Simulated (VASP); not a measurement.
# Al3P3H2 in VASP: relaxation of the atoms with r2SCAN

Aim: the relaxation of the atoms of Al3P3H2 with r2SCAN.

Everything below comes from runs of VASP 6.6.1. Logs are shortened: lines on timing, memory, paths and dates and some standing lists are left out, and cuts for length are marked.

## Step 1: The cell of the first run

The cell holds a slab with vacuum, 8 atoms: a = 3.874 Å, b = 3.874 Å, c = 25.848 Å, α = 90.00°, β = 90.00°, γ = 90.00°.

## Step 2: Relaxation of the atoms, r2SCAN

Input file POSCAR:

```
Al3P3H2
1.0
    3.8738995432      0.0000000000      0.0000000000
    0.0000000000      3.8738995432      0.0000000000
    0.0000000000      0.0000000000     25.8481515916
P Al H
3 3 2
Selective dynamics
Direct
    0.0000000000      0.5000000000      0.3288436301  F F F
    0.5000000000      0.0000000000      0.4348187373  F F F
    0.0000000000      0.5000000000      0.5410221573  T T T
    0.5000000000      0.5000000000      0.3818311837  F F F
    0.0000000000      0.0000000000      0.4857161540  T T T
    0.5000000000      0.5000000000      0.5937737567  T T T
    0.5000000000      1.0000000000      0.6572212336  T T T
    0.4964621388      1.1935710406      0.6572212336  T T T
```

Input file INCAR.step1:

```
SYSTEM = Al3P3H2
ALGO = Normal
DIPOL = 0.5 0.5 0.510
EDIFF = 1E-5
EDIFFG = -0.01
ENCUT = 500
GGA = PE
GGA_COMPAT = .False.
IBRION = 2
IDIPOL = 3
ISMEAR = 0
KPAR = 4
LASPH = .True.
LCHARG = .False.
LDIPOL = .True.
LREAL = .False.
LWAVE = .True.
NELM = 120
NELMDL = -8
NELMIN = 4
NSW = 100
PREC = Accurate
SIGMA = 0.05
```

Input file INCAR.step2:

```
SYSTEM = Al3P3H2
ALGO = Normal
DIPOL = 0.5 0.5 0.510
EDIFF = 1E-7
EDIFFG = -0.03
ENCUT = 500
GGA_COMPAT = .False.
IBRION = 2
IDIPOL = 3
ISIF = 2
ISMEAR = 0
ISTART = 1
KPAR = 4
LASPH = .True.
LCHARG = .False.
LDIPOL = .True.
LMIXTAU = .True.
LREAL = .False.
LWAVE = .False.
METAGGA = R2SCAN
NELM = 120
NELMIN = 4
NSW = 90
PREC = Accurate
SIGMA = 0.05
```

Input file KPOINTS:

```
k-points
0
Gamma
  7 7 1
  0 0 0
```

Potentials or basis: VASP PAW PBE potentials, release 64 (P, Al, H).

On the command line:

```
cat potpaw_PBE.64/P/POTCAR potpaw_PBE.64/Al/POTCAR potpaw_PBE.64/H/POTCAR > POTCAR
cp INCAR.step1 INCAR
mpirun -np 4 vasp_std > vasp.out
cp INCAR.step2 INCAR
mpirun -np 4 vasp_std > vasp.out
```

OUTCAR:

```text
SYSTEM = Al3P3H2
   EDIFF = 1E-7
   EDIFFG = -0.03
   ENCUT = 500
   IBRION = 2
   ISIF = 2
   ISMEAR = 0
   ISTART = 1
   LASPH = .True.
   LREAL = .False.
   METAGGA = R2SCAN
   NELM = 120
   NELMIN = 4
   NSW = 90
   PREC = Accurate

 ion  position               nearest neighbor table
   1  0.000  0.500  0.329-   4 2.37   4 2.37
   2  0.500  0.000  0.435-   5 2.34   5 2.34   4 2.37   4 2.37
   3  0.000  0.500  0.541-   6 2.37   6 2.37   5 2.41   5 2.41
   4  0.500  0.500  0.382-   1 2.37   2 2.37   2 2.37   1 2.37
   5  0.000  0.000  0.486-   2 2.34   2 2.34   3 2.41   3 2.41
   6  0.500  0.500  0.594-   8 2.02   3 2.37   3 2.37
   7  0.500  0.000  0.657-   8 0.75
   8  0.496  0.194  0.657-   7 0.75   6 2.02

  LATTYP: Found a simple tetragonal cell.
 ALAT       =     3.8738995432
 C/A-ratio  =     6.6723856164

  Lattice vectors:

 A1 = (   3.8738995432,   0.0000000000,   0.0000000000)
 A2 = (   0.0000000000,   3.8738995432,   0.0000000000)
 A3 = (   0.0000000000,   0.0000000000,  25.8481515916)

Analysis of symmetry for initial positions (statically):
=====================================================================
 Subroutine PRICEL returns:
 Original cell was already a primitive cell.

 Routine SETGRP: Setting up the symmetry group for a
 simple tetragonal supercell.

 Subroutine GETGRP returns: Found  1 space group operations
 (whereof  1 operations were pure point group operations)
 out of a pool of 16 trial point group operations.

The static configuration has the point symmetry C_1 .

Analysis of symmetry for dynamics (positions and initial velocities):
=====================================================================
 Subroutine PRICEL returns:
 Original cell was already a primitive cell.

 Routine SETGRP: Setting up the symmetry group for a
 simple tetragonal supercell.

 Subroutine GETGRP returns: Found  1 space group operations
 (whereof  1 operations were pure point group operations)
 out of a pool of 16 trial point group operations.

The dynamic configuration has the point symmetry C_1 .

Analysis of constrained symmetry for selective dynamics:
=====================================================================
 Subroutine PRICEL returns:
 Original cell was already a primitive cell.

 Routine SETGRP: Setting up the symmetry group for a
 simple tetragonal supercell.

 Subroutine GETGRP returns: Found  1 space group operations
 (whereof  1 operations were pure point group operations)
 out of a pool of 16 trial point group operations.

The constrained configuration has the point symmetry C_1 .

 Subroutine INISYM returns: Found  1 space group operations
 (whereof  1 operations are pure point group operations),
 and found     1 'primitive' translations

----------------------------------------------------------------------------------------

                                     Primitive cell

  volume of cell :     387.9057

  direct lattice vectors                    reciprocal lattice vectors
     3.873899543  0.000000000  0.000000000     0.258137824  0.000000000  0.000000000
     0.000000000  3.873899543  0.000000000     0.000000000  0.258137824  0.000000000
     0.000000000  0.000000000 25.848151592     0.000000000  0.000000000  0.038687486

  length of vectors
     3.873899543  3.873899543 25.848151592     0.258137824  0.258137824  0.038687486

  position of ions in fractional coordinates (direct lattice)
     0.000000000  0.500000000  0.328843630
     0.500000000  0.000000000  0.434818737
     0.000000000  0.500000000  0.541022157
     0.500000000  0.500000000  0.381831184
     0.000000000  0.000000000  0.485716154
     0.500000000  0.500000000  0.593773757
     0.500000000  0.000000000  0.657221234
     0.496462139  0.193571041  0.657221234
[... 31 lines left out ...]
     0.000000000  0.000000000  0.000000000

 Subroutine IBZKPT returns following result:
 ===========================================

 Found     25 irreducible k-points:

 Following reciprocal coordinates:
            Coordinates               Weight
  0.000000  0.000000  0.000000      1.000000
  0.142857  0.000000  0.000000      2.000000
  0.000000  0.142857  0.000000      2.000000
  0.285714  0.000000  0.000000      2.000000
  0.000000  0.285714  0.000000      2.000000
  0.428571  0.000000  0.000000      2.000000
[... 16 lines left out ...]
  0.285714  0.428571  0.000000      2.000000
  0.428571  0.428571  0.000000      2.000000
   k-points           NKPTS =     25   k-points in BZ     NKDIM =     25   number of bands    NBANDS=     18
   number of dos      NEDOS =    301   number of ions     NIONS =      8
   total plane-waves  NPLWV = 150528
   dimension x,y,z NGX =    28 NGY =   28 NGZ =  192
   dimension x,y,z NGXF=    56 NGYF=   56 NGZF=  384
   ions per type =               3   3   2
   NGX,Y,Z   is equivalent  to a cutoff of  12.02, 12.02, 12.35 a.u.
   NGXF,Y,Z  is equivalent  to a cutoff of  24.03, 24.03, 24.70 a.u.
 SYSTEM =  Al3P3H2
   PREC   = accura    normal or accurate (medium, high low for compatibility)
   ISTART =      1    job   : 0-new  1-cont  2-samecut
   ICHARG =      0    charge: 1-file 2-atom 10-const
   ISPIN  =      1    spin polarized calculation?
   LNONCOLLINEAR =      F non collinear calculations
   LSORBIT =      F    spin-orbit coupling
   LASPH  =      T    aspherical Exc in radial PAW
   ENCUT  =  500.0 eV  36.75 Ry    6.06 a.u.   7.06  7.06 47.13*2*pi/ulx,y,z
   NELM   =    120;   NELMIN=  4; NELMDL=  0     # of ELM steps
   EDIFF  = 0.1E-06   stopping-criterion for ELM
   LREAL  =      F    real-space projection
   EDIFFG = -.3E-01   stopping-criterion for IOM
   NSW    =     90    number of steps for IOM
   IBRION =      2    ionic relax: 0-MD 1-quasi-New 2-CG
   NFREE  =      1    steps in history (QN), initial steepest desc. (CG)
   ISIF   =      2    stress and relaxation
   ISYM   =      2    0-nonsym 1-usesym 2-fastsym
   POTIM  = 0.5000    time-step for ionic-motion
   TEBEG  =    0.0;   TEEND  =   0.0 temperature during run
   PSTRESS=    0.0 pullay stress
   NELECT =      26.0000    total number of electrons
   NUPDOWN=      -1.0000    fix difference up-down
   EMIN   =  10.00;   EMAX   =-10.00  energy-range for DOS
   EFERMI =   0.00;   METHOD = LEGACY
   ISMEAR =     0;   SIGMA  =   0.05  broadening in eV -4-tet -1-fermi 0-gaus
   EFERMI_NEDOS =   21; number of points for ismear=-14 and -15
   IALGO  =     38    algorithm
   IMIX   =      4    mixing-type and parameters
     AMIX     =   0.40;   BMIX     =  1.00
     AMIX_MAG =   1.60;   BMIX_MAG =  1.00
  volume/ion in A,a.u.               =      48.49       327.21
  Fermi-wavevector in a.u.,A,eV,Ry     =   0.665003  1.256674  6.016898  0.442230
  Thomas-Fermi vector in A             =   1.738865
   LORBIT       =      0    0 simple, 1 ext, 2 COOP (PROOUT), +10 PAW based schemes
   METAGGA = R2SCAN    functional components
   LHFCALC =     F    Hartree Fock is set to
   AEXX    =    0.0000 exact exchange contribution
   IVDW    =     0    specifies the selected vdW correction
   LEPSILON=     F    determine dielectric tensor
   LRPA    =     F    only Hartree local field effects (RPA)
 conjugate gradient relaxation of ions
 non-spin polarized calculation
 Gauss-broadening in eV      SIGMA  =   0.05
  energy-cutoff  :      500.00
  volume of cell :      387.91
 maximum number of plane-waves:      9879
   NGX = 15   NGY = 15   NGZ = 95

--------------------------------------- Ionic step        1  -------------------------------------------

 number of electron      26.0000005 magnetization

 Free energy of the ion-electron system (eV)
  ---------------------------------------------------
  ext. energy  EPLUGINS =         0.00000000
  ---------------------------------------------------
  free energy    TOTEN  =       -53.43346924 eV

  energy without entropy =      -53.42662026  energy(sigma->0) =      -53.43004475

------------------------ aborting loop because EDIFF is reached ----------------------------------------

  FORCE on cell =-STRESS in cart. coord.  units (eV):
  Direction    XX          YY          ZZ          XY          YZ          ZX
  --------------------------------------------------------------------------------------
  -------------------------------------------------------------------------------------
  Total       -1.5365159      0.5263224     -1.5652976     -0.0329814      0.4423476      0.0103314
  in kB       -6.3463123      2.1738835     -6.4651900     -0.1362238      1.8270400      0.0426720
  external PRESSURE =      -3.5458730 kB  Pullay stress =       0.0000000 kB
[... 107 lines left out ...]
  FREE ENERGIE OF THE ION-ELECTRON SYSTEM (eV)
  ---------------------------------------------------
  free  energy   TOTEN  =       -53.5824441389 eV

  energy  without entropy=      -53.5753944524  energy(sigma->0) =      -53.57891930

 dipolmoment           0.000000      0.000000      0.037016 electrons x Angstroem

[... ionic steps 4 to 28 ...]

--------------------------------------- Ionic step       29  -------------------------------------------

 number of electron      26.0000003 magnetization

------------------------ aborting loop because EDIFF is reached ----------------------------------------
[... 79 lines left out ...]
--------------------------------------- Ionic step       31  -------------------------------------------

 number of electron      26.0000002 magnetization

 dipolmoment           0.000000      0.000000     -0.147902 electrons x Angstroem

 Free energy of the ion-electron system (eV)
  ---------------------------------------------------
  ext. energy  EPLUGINS =         0.00000000
  ---------------------------------------------------
  free energy    TOTEN  =       -54.12741614 eV

  energy without entropy =      -54.12086824  energy(sigma->0) =      -54.12414219

 E-fermi :  -2.3173     XC(G=0):  -3.7509

 val. band max:       -2.3637167476   @ k =   0.4286   0.1429   0.0000
 cond. band min:      -2.3067973438   @ k =   0.4286   0.2857   0.0000
 fundamental gap:      0.0569194038
 Fermi energy:        -2.3172557635

 k-point     1 :       0.0000    0.0000    0.0000
  band No.  band energies     occupation
      1     -14.3859      2.00000
      2     -13.3939      2.00000
      3     -11.8383      2.00000
      4      -9.7565      2.00000
      5      -6.7608      2.00000
      6      -4.6999      2.00000
[... 481 lines left out ...]
      5      -7.9084      2.00000
      6      -7.4213      2.00000
[... 10 lines left out ...]
     17       1.1886      0.00000
     18       1.5873      0.00000

 [... further k-points ...]

------------------------ aborting loop because EDIFF is reached ----------------------------------------

 vacuum level on the upper side and lower side of the slab       (xc-potential included)        -0.867         0.879

  FORCE on cell =-STRESS in cart. coord.  units (eV):
  Direction    XX          YY          ZZ          XY          YZ          ZX
  --------------------------------------------------------------------------------------
  -------------------------------------------------------------------------------------
  Total       -0.6477445     -1.9387233     -0.3408183      0.0005947     -0.0525356      0.0083711
  in kB       -2.6753961     -8.0075601     -1.4076909      0.0024562     -0.2169892      0.0345752
  external PRESSURE =      -4.0302157 kB  Pullay stress =       0.0000000 kB
[... 23 lines left out ...]
  FREE ENERGIE OF THE ION-ELECTRON SYSTEM (eV)
  ---------------------------------------------------
  free  energy   TOTEN  =       -54.1274161401 eV

  energy  without entropy=      -54.1208682426  energy(sigma->0) =      -54.12414219

 reached required accuracy - stopping structural energy minimisation

 vacuum level on the upper side and lower side of the slab         2.629         4.412
```

Wall time 1.8 h (4 MPI ranks of Intel Xeon 6975P-C (Granite Rapids), shared host); peak memory 0.62 GiB.

What came out:

```yaml
Free_energy: -54.1274 eV
Energy_gained_by_relaxing: 86.7 meV/atom
Ionic_steps: 31
Band_gap_on_the_k_mesh: zero (bands 13 and 14 overlap by 1.27 eV)
```

Step by step:
```csv
step,energy change (eV),largest force on free atoms (eV/Å),pressure (GPa)
1,0.0000,2.3749,-0.35
2,-0.1322,0.9581,-1.07
3,-0.1490,0.7411,-0.87
4,-0.2098,0.6550,-0.95
5,-0.3276,0.7252,-1.14
6,-0.1910,1.8495,-1.34
7,-0.3445,0.9824,-1.22
8,-0.4017,0.7778,-1.29
9,-0.4930,0.4553,-1.39
10,-0.4943,0.5376,-1.39
11,-0.5347,0.3351,-1.36
12,-0.5533,0.5222,-1.29
13,-0.5861,0.3400,-1.22
14,-0.6191,0.7845,-0.95
15,-0.6382,0.5917,-0.89
16,-0.6648,0.3229,-0.69
17,-0.6724,0.1943,-0.68
18,-0.6768,0.1236,-0.67
19,-0.6784,0.0928,-0.66
20,-0.6808,0.1831,-0.64
21,-0.6822,0.1563,-0.63
22,-0.6853,0.0799,-0.61
23,-0.6873,0.1871,-0.57
24,-0.6886,0.1625,-0.56
25,-0.6913,0.1419,-0.50
26,-0.6908,0.1455,-0.39
27,-0.6920,0.1322,-0.45
28,-0.6931,0.0665,-0.44
29,-0.6934,0.0580,-0.42
30,-0.6937,0.0396,-0.42
31,-0.6939,0.0273,-0.40
```

Final structure:
```cif
data_structure
_symmetry_space_group_name_H-M 'P 1'
_symmetry_Int_Tables_number 1
_cell_length_a 3.8739
_cell_length_b 3.8739
_cell_length_c 25.8482
_cell_angle_alpha 90.000
_cell_angle_beta 90.000
_cell_angle_gamma 90.000
_cell_volume 387.91
loop_
_atom_site_label
_atom_site_type_symbol
_atom_site_fract_x
_atom_site_fract_y
_atom_site_fract_z
_atom_site_occupancy
P1 P 0.00000 0.50000 0.32884 1
P2 P 0.50000 0.00000 0.43482 1
P3 P 0.99999 0.49758 0.54096 1
Al1 Al 0.50000 0.50000 0.38183 1
Al2 Al 0.99998 0.99610 0.48632 1
Al3 Al 0.49993 0.54205 0.59224 1
H1 H 0.49955 0.93141 0.62492 1
H2 H 0.49961 0.23794 0.63809 1
```

Caveat: the PAW data sets were made with another functional, which shifts forces and pressure a little.

The gap in the log of VASP goes by the Fermi energy; the results here count the filled bands.